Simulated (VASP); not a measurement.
# C (Fd-3m) in VASP: further runs

Runs on C. Level: LDA. Tasks: relaxation of cell and atoms.

All numbers are computed with VASP 6.6.1; they aren't measurements. Logs are shortened: lines on timing, memory, paths and dates and some standing lists are left out, and cuts for length are marked.

### Step 1. The cell of the first run

It takes space group Fd-3m (No. 227, cubic). The conventional cell has a = 3.567 Å, b = 3.567 Å, c = 3.567 Å, α = 90.00°, β = 90.00°, γ = 90.00°. Within 2.1 Å of C (site symmetry -43m) lie 4 C at 1.54 Å.

### Step 2. Relaxation of cell and atoms, LDA

Contents of INCAR:

```
  ALGO = Normal
  EDIFF = 1E-7
  EDIFFG = -0.05
  ENCUT = 600
  IBRION = 2
  ISIF = 3
  ISMEAR = 0
  LASPH = True
  LCHARG = False
  LREAL = False
  LWAVE = False
  NELM = 100
  NSW = 100
  PREC = Accurate
  SIGMA = 0.1
```

Contents of KPOINTS:

```
k-points
0
Gamma
  10 10 10
```

Contents of POSCAR:

```
C
1.0
    0.0000000000      1.7834000000      1.7834000000
    1.7834000000      0.0000000000      1.7834000000
    1.7834000000      1.7834000000      0.0000000000
C
2
Direct
    0.5000000000      0.5000000000      0.5000000000
    0.7500000000      0.7500000000      0.7500000000
```

Potentials or basis: VASP PAW LDA potentials, release 64 (C).

Started as:

```console
> cat potpaw_LDA.64/C/POTCAR > POTCAR
> mpirun -np 1 vasp_std > vasp.out
```

OUTCAR:

```text
EDIFF = 1E-7
   EDIFFG = -0.05
   ENCUT = 600
   IBRION = 2
   ISIF = 3
   ISMEAR = 0
   LASPH = True
   LREAL = False
   NELM = 100
   NSW = 100
   PREC = Accurate

 ion  position               nearest neighbor table
   1  0.500  0.500  0.500-   2 1.54   2 1.54   2 1.54   2 1.54
   2  0.750  0.750  0.750-   1 1.54   1 1.54   1 1.54   1 1.54

  LATTYP: Found a face centered cubic cell.
 ALAT       =     3.5668000000

  Lattice vectors:

 A1 = (   0.0000000000,   1.7834000000,   1.7834000000)
 A2 = (   1.7834000000,   0.0000000000,   1.7834000000)
 A3 = (   1.7834000000,   1.7834000000,   0.0000000000)

Analysis of symmetry for initial positions (statically):
=====================================================================
 Subroutine PRICEL returns:
 Original cell was already a primitive cell.

 Routine SETGRP: Setting up the symmetry group for a
 face centered cubic supercell.

 Subroutine GETGRP returns: Found 48 space group operations
 (whereof 24 operations were pure point group operations)
 out of a pool of 48 trial point group operations.

The static configuration has the point symmetry T_d .
 The point group associated with its full space group is O_h .

Analysis of symmetry for dynamics (positions and initial velocities):
=====================================================================
 Subroutine PRICEL returns:
 Original cell was already a primitive cell.

 Routine SETGRP: Setting up the symmetry group for a
 face centered cubic supercell.

 Subroutine GETGRP returns: Found 48 space group operations
 (whereof 24 operations were pure point group operations)
 out of a pool of 48 trial point group operations.

The dynamic configuration has the point symmetry T_d .
 The point group associated with its full space group is O_h .

 Subroutine INISYM returns: Found 48 space group operations
 (whereof 24 operations are pure point group operations),
 and found     1 'primitive' translations

----------------------------------------------------------------------------------------

                                     Primitive cell

  volume of cell :      11.3443

  direct lattice vectors                    reciprocal lattice vectors
     0.000000000  1.783400000  1.783400000    -0.280363351  0.280363351  0.280363351
     1.783400000  0.000000000  1.783400000     0.280363351 -0.280363351  0.280363351
     1.783400000  1.783400000  0.000000000     0.280363351  0.280363351 -0.280363351

  length of vectors
     2.522108467  2.522108467  2.522108467     0.485603568  0.485603568  0.485603568

  position of ions in fractional coordinates (direct lattice)
     0.500000000  0.500000000  0.500000000
     0.750000000  0.750000000  0.750000000

  ion indices of the primitive-cell ions
   primitive index   ion index
                 1           1
                 2           2

----------------------------------------------------------------------------------------

 KPOINTS: k-points

Automatic generation of k-mesh.
 Grid dimensions read from file:
 generate k-points for:   10   10   10

 Generating k-lattice:

  Cartesian coordinates                     Fractional coordinates (reciprocal lattice)
    -0.028036335  0.028036335  0.028036335     0.100000000  0.000000000  0.000000000
     0.028036335 -0.028036335  0.028036335     0.000000000  0.100000000  0.000000000
     0.028036335  0.028036335 -0.028036335     0.000000000  0.000000000  0.100000000

  Length of vectors
     0.048560357  0.048560357  0.048560357

  Shift w.r.t. Gamma in fractional coordinates (k-lattice)
     0.000000000  0.000000000  0.000000000

 Subroutine IBZKPT returns following result:
 ===========================================

 Found     47 irreducible k-points:

 Following reciprocal coordinates:
            Coordinates               Weight
  0.000000  0.000000  0.000000      1.000000
  0.100000  0.000000  0.000000      8.000000
  0.200000  0.000000  0.000000      8.000000
  0.300000  0.000000  0.000000      8.000000
  0.400000  0.000000  0.000000      8.000000
  0.500000  0.000000  0.000000      4.000000
[... 16 lines left out ...]
  0.300000  0.300000  0.000000      6.000000
  0.400000  0.300000  0.000000     24.000000
 [... further k-points ...]
   k-points           NKPTS =     47   k-points in BZ     NKDIM =     47   number of bands    NBANDS=      8
   number of dos      NEDOS =    301   number of ions     NIONS =      2
   total plane-waves  NPLWV =   8000
   dimension x,y,z NGX =    20 NGY =   20 NGZ =   20
   dimension x,y,z NGXF=    40 NGYF=   40 NGZF=   40
   ions per type =               2
   NGX,Y,Z   is equivalent  to a cutoff of  13.18, 13.18, 13.18 a.u.
   NGXF,Y,Z  is equivalent  to a cutoff of  26.37, 26.37, 26.37 a.u.
 SYSTEM =  unknown system
   PREC   = accura    normal or accurate (medium, high low for compatibility)
   ISTART =      0    job   : 0-new  1-cont  2-samecut
   ICHARG =      2    charge: 1-file 2-atom 10-const
   ISPIN  =      1    spin polarized calculation?
   LNONCOLLINEAR =      F non collinear calculations
   LSORBIT =      F    spin-orbit coupling
   LASPH  =      T    aspherical Exc in radial PAW
   ENCUT  =  600.0 eV  44.10 Ry    6.64 a.u.   5.04  5.04  5.04*2*pi/ulx,y,z
   NELM   =    100;   NELMIN=  2; NELMDL= -5     # of ELM steps
   EDIFF  = 0.1E-06   stopping-criterion for ELM
   LREAL  =      F    real-space projection
   EDIFFG = -.5E-01   stopping-criterion for IOM
   NSW    =    100    number of steps for IOM
   IBRION =      2    ionic relax: 0-MD 1-quasi-New 2-CG
   NFREE  =      1    steps in history (QN), initial steepest desc. (CG)
   ISIF   =      3    stress and relaxation
   ISYM   =      2    0-nonsym 1-usesym 2-fastsym
   POTIM  = 0.5000    time-step for ionic-motion
   TEBEG  =    0.0;   TEEND  =   0.0 temperature during run
   PSTRESS=    0.0 pullay stress
   NELECT =       8.0000    total number of electrons
   NUPDOWN=      -1.0000    fix difference up-down
   EMIN   =  10.00;   EMAX   =-10.00  energy-range for DOS
   EFERMI =   0.00;   METHOD = LEGACY
   ISMEAR =     0;   SIGMA  =   0.10  broadening in eV -4-tet -1-fermi 0-gaus
   EFERMI_NEDOS =   21; number of points for ismear=-14 and -15
   IALGO  =     38    algorithm
   IMIX   =      4    mixing-type and parameters
     AMIX     =   0.40;   BMIX     =  1.00
     AMIX_MAG =   1.60;   BMIX_MAG =  1.00
  volume/ion in A,a.u.               =       5.67        38.28
  Fermi-wavevector in a.u.,A,eV,Ry     =   1.457178  2.753668 28.890189  2.123369
  Thomas-Fermi vector in A             =   2.574010
   LORBIT       =      0    0 simple, 1 ext, 2 COOP (PROOUT), +10 PAW based schemes
   GGA     = CA    functional components
   LHFCALC =     F    Hartree Fock is set to
   AEXX    =    0.0000 exact exchange contribution
   IVDW    =     0    specifies the selected vdW correction
   LEPSILON=     F    determine dielectric tensor
   LRPA    =     F    only Hartree local field effects (RPA)
 conjugate gradient relaxation of ions
 non-spin polarized calculation
 Gauss-broadening in eV      SIGMA  =   0.10
  energy-cutoff  :      600.00
  volume of cell :       11.34
 maximum number of plane-waves:       388
   NGX =  9   NGY =  9   NGZ =  9

--------------------------------------- Ionic step        1  -------------------------------------------

 number of electron       7.9999999 magnetization

 Free energy of the ion-electron system (eV)
  ---------------------------------------------------
  ext. energy  EPLUGINS =         0.00000000
  ---------------------------------------------------
  free energy    TOTEN  =       -20.24139537 eV

  energy without entropy =      -20.24139537  energy(sigma->0) =      -20.24139537

------------------------ aborting loop because EDIFF is reached ----------------------------------------

  FORCE on cell =-STRESS in cart. coord.  units (eV):
  Direction    XX          YY          ZZ          XY          YZ          ZX
  --------------------------------------------------------------------------------------
  -------------------------------------------------------------------------------------
  Total       -0.8772165     -0.8772165     -0.8772165     -0.0000000     -0.0000000      0.0000000
  in kB     -123.8913859   -123.8913859   -123.8913859     -0.0000000     -0.0000000      0.0000000
  external PRESSURE =    -123.8913859 kB  Pullay stress =       0.0000000 kB
[... 57 lines left out ...]
  energy  without entropy=      -20.2324140531  energy(sigma->0) =      -20.23241405

--------------------------------------- Ionic step        3  -------------------------------------------

 number of electron       7.9999998 magnetization

 Free energy of the ion-electron system (eV)
  ---------------------------------------------------
  ext. energy  EPLUGINS =         0.00000000
  ---------------------------------------------------
  free energy    TOTEN  =       -20.25377763 eV

  energy without entropy =      -20.25377763  energy(sigma->0) =      -20.25377763

 E-fermi :  10.6502     XC(G=0): -13.6341

 val. band max:       10.1315909635   @ k =   0.0000   0.0000   0.0000
 cond. band min:      14.3309974484   @ k =   0.4000   0.4000   0.0000
 fundamental gap:      4.1994064850
 Fermi energy:        10.6501831559

 k-point     1 :       0.0000    0.0000    0.0000
  band No.  band energies     occupation
      1     -11.5590      2.00000
      2      10.1316      2.00000
      3      10.1316      2.00000
      4      10.1316      2.00000
      5      15.7526      0.00000
      6      15.7526      0.00000
      7      15.7526      0.00000
      8      24.3259      0.00000
[... 243 lines left out ...]
 k-point    24 :       0.4000    0.3000    0.0000
  band No.  band energies     occupation
      1      -6.8815      2.00000
      2       2.1118      2.00000
      3       4.0034      2.00000
      4       4.6357      2.00000
      5      14.9662      0.00000
      6      18.1729      0.00000
      7      24.4003      0.00000
      8      24.5057      0.00000

 [... further k-points ...]

------------------------ aborting loop because EDIFF is reached ----------------------------------------

  FORCE on cell =-STRESS in cart. coord.  units (eV):
  Direction    XX          YY          ZZ          XY          YZ          ZX
  --------------------------------------------------------------------------------------
  -------------------------------------------------------------------------------------
  Total       -0.0074753     -0.0074753     -0.0074753      0.0000000      0.0000000      0.0000000
  in kB       -1.0854819     -1.0854819     -1.0854819      0.0000000      0.0000000      0.0000000
  external PRESSURE =      -1.0854819 kB  Pullay stress =       0.0000000 kB
[... 17 lines left out ...]
  FREE ENERGIE OF THE ION-ELECTRON SYSTEM (eV)
  ---------------------------------------------------
  free  energy   TOTEN  =       -20.2537776311 eV

  energy  without entropy=      -20.2537776311  energy(sigma->0) =      -20.25377763

 reached required accuracy - stopping structural energy minimisation
```

It took 5.3 s on 1 thread of Intel Xeon Platinum 8488C (Sapphire Rapids), shared host; peak memory 0.11 GiB.

Results:

```yaml
Free_energy: -20.2538 eV
Relaxed_volume: 5.52 Å³/atom
Relaxed_cell: a = 2.499 Å, b = 2.499 Å, c = 2.499 Å, α = 60.00°, β = 60.00°, γ = 60.00°
Space_group_after_relaxing_to_0.05_Å: Fd-3m (No. 227)
Energy_gained_by_relaxing: 6.2 meV/atom
Ionic_steps: 3
Pressure_after_relaxing: -0.1 GPa
Band_gap_on_the_k_mesh: 4.20 eV, indirect (least direct gap 5.62 eV)
```

Step by step:
| step | energy change (eV) | largest force (eV/Å) | pressure (GPa) | volume (Å³) |
| --- | --- | --- | --- | --- |
| 1 | 0.0000 | 0.0000 | -12.39 | 11.34 |
| 2 | 0.0090 | 0.0000 | 17.98 | 10.64 |
| 3 | -0.0124 | 0.0000 | -0.11 | 11.03 |

Final structure:
```cif
data_structure
_symmetry_space_group_name_H-M 'P 1'
_symmetry_Int_Tables_number 1
_cell_length_a 2.4989
_cell_length_b 2.4989
_cell_length_c 2.4989
_cell_angle_alpha 60.000
_cell_angle_beta 60.000
_cell_angle_gamma 60.000
_cell_volume 11.03
loop_
_atom_site_label
_atom_site_type_symbol
_atom_site_fract_x
_atom_site_fract_y
_atom_site_fract_z
_atom_site_occupancy
C1 C 0.50000 0.50000 0.50000 1
C2 C 0.75000 0.75000 0.75000 1
```

A k mesh can miss the band edges. LDA usually gives volumes a few per cent too small.

### Step 3. Relaxation of cell and atoms, LDA

This run uses another cell than the first one, of 5.51 Å³/atom, 0.971 times its volume.

Contents of INCAR:

```
PREC = Accurate
ENCUT = 600
EDIFF = 1E-6
ISMEAR = 0
SIGMA = 0.02
LREAL = False
LASPH = True
NELM = 80
ALGO = Normal
ISIF = 3
LWAVE = False
LCHARG = False
GGA = CA
IBRION = 2
NSW = 100
EDIFFG = -0.005
```

Contents of KPOINTS:

```
regular mesh
0
Gamma
  12 12 12
```

Contents of POSCAR:

```
C
1.0
    0.0000000000      1.7657489870      1.7657489870
    1.7657489870      0.0000000000      1.7657489870
    1.7657489870      1.7657489870      0.0000000000
C
2
Direct
    0.5000000000      0.5000000000      0.5000000000
    0.7500000000      0.7500000000      0.7500000000
```

Potentials or basis: VASP PAW LDA potentials, release 64 (C).

Started as:

```console
> cat potpaw_LDA.64/C/POTCAR > POTCAR
> mpirun -np 1 vasp_std > vasp.out
```

OUTCAR:

```text
PREC = Accurate
   ENCUT = 600
   EDIFF = 1E-6
   ISMEAR = 0
   LREAL = False
   LASPH = True
   NELM = 80
   ISIF = 3
   GGA = CA
   IBRION = 2
   NSW = 100
   EDIFFG = -0.005

 ion  position               nearest neighbor table
   1  0.500  0.500  0.500-   2 1.53   2 1.53   2 1.53   2 1.53
   2  0.750  0.750  0.750-   1 1.53   1 1.53   1 1.53   1 1.53

  LATTYP: Found a face centered cubic cell.
 ALAT       =     3.5314979740

  Lattice vectors:

 A1 = (   0.0000000000,   1.7657489870,   1.7657489870)
 A2 = (   1.7657489870,   0.0000000000,   1.7657489870)
 A3 = (   1.7657489870,   1.7657489870,   0.0000000000)

Analysis of symmetry for initial positions (statically):
=====================================================================
 Subroutine PRICEL returns:
 Original cell was already a primitive cell.

 Routine SETGRP: Setting up the symmetry group for a
 face centered cubic supercell.

 Subroutine GETGRP returns: Found 48 space group operations
 (whereof 24 operations were pure point group operations)
 out of a pool of 48 trial point group operations.

The static configuration has the point symmetry T_d .
 The point group associated with its full space group is O_h .

Analysis of symmetry for dynamics (positions and initial velocities):
=====================================================================
 Subroutine PRICEL returns:
 Original cell was already a primitive cell.

 Routine SETGRP: Setting up the symmetry group for a
 face centered cubic supercell.

 Subroutine GETGRP returns: Found 48 space group operations
 (whereof 24 operations were pure point group operations)
 out of a pool of 48 trial point group operations.

The dynamic configuration has the point symmetry T_d .
 The point group associated with its full space group is O_h .

 Subroutine INISYM returns: Found 48 space group operations
 (whereof 24 operations are pure point group operations),
 and found     1 'primitive' translations
[... 128 lines left out ...]
 Gauss-broadening in eV      SIGMA  =   0.02
  energy-cutoff  :      600.00
  volume of cell :       11.01
 maximum number of plane-waves:       380
   NGX =  9   NGY =  9   NGZ =  9

--------------------------------------- Ionic step        1  -------------------------------------------

 number of electron       7.9999998 magnetization

 Free energy of the ion-electron system (eV)
  ---------------------------------------------------
  ext. energy  EPLUGINS =         0.00000000
  ---------------------------------------------------
  free energy    TOTEN  =       -20.25205974 eV

  energy without entropy =      -20.25205974  energy(sigma->0) =      -20.25205974

------------------------ aborting loop because EDIFF is reached ----------------------------------------

  FORCE on cell =-STRESS in cart. coord.  units (eV):
  Direction    XX          YY          ZZ          XY          YZ          ZX
  --------------------------------------------------------------------------------------
  -------------------------------------------------------------------------------------
  Total        0.0638262      0.0638262      0.0638262     -0.0000000      0.0000000      0.0000000
  in kB        9.2873696      9.2873696      9.2873696     -0.0000000      0.0000000      0.0000000
  external PRESSURE =       9.2873696 kB  Pullay stress =       0.0000000 kB
[... 59 lines left out ...]
--------------------------------------- Ionic step        3  -------------------------------------------

 number of electron       7.9999998 magnetization

 Free energy of the ion-electron system (eV)
  ---------------------------------------------------
  ext. energy  EPLUGINS =         0.00000000
  ---------------------------------------------------
  free energy    TOTEN  =       -20.25212338 eV

  energy without entropy =      -20.25212338  energy(sigma->0) =      -20.25212338

 E-fermi :  10.2343     XC(G=0): -13.6345

 val. band max:       10.1328715915   @ k =   0.0000   0.0000   0.0000
 cond. band min:      14.3258265356   @ k =   0.3333   0.3333   0.0000
 fundamental gap:      4.1929549440
 Fermi energy:        10.2343092655

 k-point     1 :       0.0000    0.0000    0.0000
  band No.  band energies     occupation
      1     -11.5589      2.00000
      2      10.1329      2.00000
      3      10.1329      2.00000
      4      10.1329      2.00000
      5      15.7541      0.00000
      6      15.7541      0.00000
      7      15.7541      0.00000
      8      24.3291      0.00000
[... 243 lines left out ...]
 k-point    24 :      -0.4167    0.1667    0.0000
  band No.  band energies     occupation
      1      -5.1746      2.00000
      2      -2.6335      2.00000
      3       4.5852      2.00000
      4       6.4586      2.00000
      5      17.7221      0.00000
      6      20.4590      0.00000
      7      21.7556      0.00000
      8      25.7090      0.00000

 [... further k-points ...]

------------------------ aborting loop because EDIFF is reached ----------------------------------------

  FORCE on cell =-STRESS in cart. coord.  units (eV):
  Direction    XX          YY          ZZ          XY          YZ          ZX
  --------------------------------------------------------------------------------------
  -------------------------------------------------------------------------------------
  Total        0.0003199      0.0003199      0.0003199      0.0000000      0.0000000      0.0000000
  in kB        0.0464579      0.0464579      0.0464579      0.0000000      0.0000000      0.0000000
  external PRESSURE =       0.0464579 kB  Pullay stress =       0.0000000 kB
[... 17 lines left out ...]
  FREE ENERGIE OF THE ION-ELECTRON SYSTEM (eV)
  ---------------------------------------------------
  free  energy   TOTEN  =       -20.2521233840 eV

  energy  without entropy=      -20.2521233840  energy(sigma->0) =      -20.25212338

 reached required accuracy - stopping structural energy minimisation
```

OSZICAR:

```text
N       E                     dE             d eps       ncg     rms          rms(c)
DAV:   1    -0.153544977207E+01   -0.15354E+01   -0.54509E+03  1208   0.107E+03
DAV:   2    -0.209994799923E+02   -0.19464E+02   -0.19086E+02  1808   0.120E+02
DAV:   3    -0.211192206411E+02   -0.11974E+00   -0.11974E+00  1280   0.117E+01
[... 15 lines left out ...]
       N       E                     dE             d eps       ncg     rms          rms(c)
DAV:   1    -0.202521581506E+02   -0.14435E-03   -0.21177E-03  1312   0.474E-01    0.415E-02
DAV:   2    -0.202521326503E+02    0.25500E-04   -0.22903E-05  1240   0.461E-02    0.214E-02
DAV:   3    -0.202521234082E+02    0.92422E-05   -0.21337E-05  1248   0.361E-02    0.298E-03
DAV:   4    -0.202521233840E+02    0.24116E-07   -0.51900E-08   608   0.317E-03
   3 F= -.20252123E+02 E0= -.20252123E+02  d E =-.636446E-04
```

Run time: 6.2 s. Hardware: 1 thread of Intel Xeon Platinum 8488C (Sapphire Rapids), shared host; peak memory 0.11 GiB.

What came out:

| Item | Value |
| --- | --- |
| Free energy | -20.2521 eV |
| Relaxed volume | 5.52 Å³/atom |
| Relaxed cell | a = 2.499 Å, b = 2.499 Å, c = 2.499 Å, α = 60.00°, β = 60.00°, γ = 60.00° |
| Space group after relaxing (to 0.05 Å) | Fd-3m (No. 227) |
| Energy gained by relaxing | 0.0 meV/atom |
| Ionic steps | 3 |
| Pressure after relaxing | 0.0 GPa |
| Band gap on the k mesh | 4.19 eV, indirect (least direct gap 5.62 eV) |

Final structure:
```xyz
2
Lattice="0.0000 1.7669 1.7669 1.7669 0.0000 1.7669 1.7669 1.7669 0.0000" Properties=species:S:1:pos:R:3 pbc="T T T"
C     1.7669    1.7669    1.7669
C     2.6504    2.6504    2.6504
```
